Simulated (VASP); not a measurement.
## Ti: single point with PBEsol

The system is Ti.

```
Ti
1.0
    -1.44175    1.44175    2.09487
     1.44175   -1.44175    2.09487
     1.44175    1.44175   -2.09487
Ti
1
Cartesian
  0.0000 0.0000 0.0000
```

This cell differs from its parent crystal: volume 17.418 Å^3 an atom, c/a of the conventional cell 1.4530.

```
Program             : VASP 6.6.1
Task                : single point
Functional          : PBEsol
Potentials or basis : VASP PAW PBE potentials, release 64 (Ti_sv)
Cutoff              : 520 eV
k mesh              : 22 × 22 × 22
Occupations         : gaussian, width 0.15 eV
Spin                : no spin polarisation
```

```yaml
Pressure: -4.8 GPa
Band_gap_on_the_k_mesh: zero (band 6 reaches 8.87 eV, above the bottom of band 7 at 7.57 eV)
```

Stress tensor (GPa, compression positive):
```
-4.47  0.00  0.00
 0.00 -4.47  0.00
 0.00  0.00 -5.39
```

Levels at points of the mesh, in eV from the Fermi level:
| k point | band 3 | band 4 | band 5 | band 6 | band 7 | band 8 | band 9 | band 10 |
| --- | --- | --- | --- | --- | --- | --- | --- | --- |
| (0.00, 0.00, 0.00) | -32.44 | -32.44 | -6.09 | 0.73 | 0.95 | 0.95 | 2.36 | 2.61 |
| (0.50, 0.00, 0.00) | -32.54 | -32.51 | -2.59 | 0.64 | 0.64 | 0.87 | 3.53 | 3.62 |
| (0.50, 0.50, 0.00) | -32.70 | -32.67 | -2.57 | -1.72 | 3.00 | 3.55 | 3.78 | 3.94 |
| (0.50, 0.50, 0.50) | -32.65 | -32.65 | -2.58 | -1.66 | 2.50 | 3.57 | 3.85 | 3.85 |

It took 90 s on 1 thread of Intel(R) Xeon(R) 6975P-C (Granite Rapids), on a shared host, peak memory 0.28 GiB.

Caveat: the PAW data sets were made with another functional, which shifts forces and pressure a little.
